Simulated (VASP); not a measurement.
A run of VASP 6.6.1 is set up as follows.

File INCAR:

```
ALGO = Normal
EDIFF = 1E-6
EDIFFG = -0.02
ENCUT = 600
GGA = PE
IBRION = 2
ISIF = 3
ISMEAR = 0
IVDW = 12
LASPH = T
LCHARG = F
LREAL = F
LWAVE = F
NELM = 80
NSW = 90
PREC = Accurate
SIGMA = 0.02
```

KPOINTS

```
k-points
0
Gamma
  12 12 6
```

Contents of POSCAR:

```
Se
1.0
    4.0755345491      0.0000000000      0.0000000000
   -2.0377672745      3.5295164535      0.0000000000
    0.0000000000      0.0000000000      5.1213117920
Se
3
Direct
    0.2464234776      0.0000000000      0.1666666667
    0.0000000000      0.2464234776      0.8333333333
    0.7535765224      0.7535765224      0.5000000000
```

Potentials or basis: VASP PAW PBE potentials, release 64 (Se).

Command:

```bash
$ cat potpaw_PBE.64/Se/POTCAR > POTCAR
$ mpirun -np 1 vasp_std > vasp.out
```

Estimate the relaxed volume.

24.61 Å³/atom.

Predict the dispersion energy per atom.

-0.354 eV.

The path:
| step | energy change (eV) | largest force (eV/Å) | pressure (GPa) | volume (Å³) |
| --- | --- | --- | --- | --- |
| 1 | 0.0000 | 0.0435 | 0.18 | 73.67 |
| 2 | -0.0001 | 0.0101 | -0.20 | 73.97 |
| 3 | -0.0002 | 0.0121 | -0.05 | 73.84 |
